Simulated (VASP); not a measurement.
A run of VASP 6.6.1 is set up as follows.

INCAR

```
ALGO = Normal
EDIFF = 1E-6
ENCUT = 600
GGA = PE
GGA_COMPAT = False
ISIF = 2
ISMEAR = -5
LASPH = True
LCHARG = False
LREAL = False
LWAVE = False
NBANDS = 16
NELM = 120
PREC = Accurate
SIGMA = 0.1
```

File KPOINTS:

```
k-points
0
Gamma
  6 6 2
```

POSCAR

```
MgS
1.0
    4.0346224068      0.0000000000      0.0000000000
   -2.0173112034      3.4940854990      0.0000000000
    0.0000000000      0.0000000000      6.4322941800
Mg S
2 2
Direct
    0.6666666667      0.3333333333      0.4957548500
    0.3333333333      0.6666666667      0.9957548500
    0.3333333333      0.6666666667      0.3792441500
    0.6666666667      0.3333333333      0.8792441500
```

Potentials or basis: VASP PAW PBE potentials, release 64 (Mg, S).

The run is started by

```console
$ cat potpaw_PBE.64/Mg/POTCAR potpaw_PBE.64/S/POTCAR > POTCAR
$ mpirun -np 1 vasp_std > vasp.out
```

**Question.** What does it give for the pressure?

**Answer.** 0.9 GPa.

**Question.** Estimate the largest force.

**Answer.** 0.049 eV/Å.

**Question.** What does it give for the band gap on the k mesh?

**Answer.** 3.43 eV.

Forces in eV/Å, atoms in the order of the input:
```
Mg   0.000  0.000  0.049
Mg   0.000  0.000  0.049
S    0.000  0.000 -0.049
S    0.000  0.000 -0.049
```

Caveat: the k points lie up to 0.49 Å⁻¹ apart.
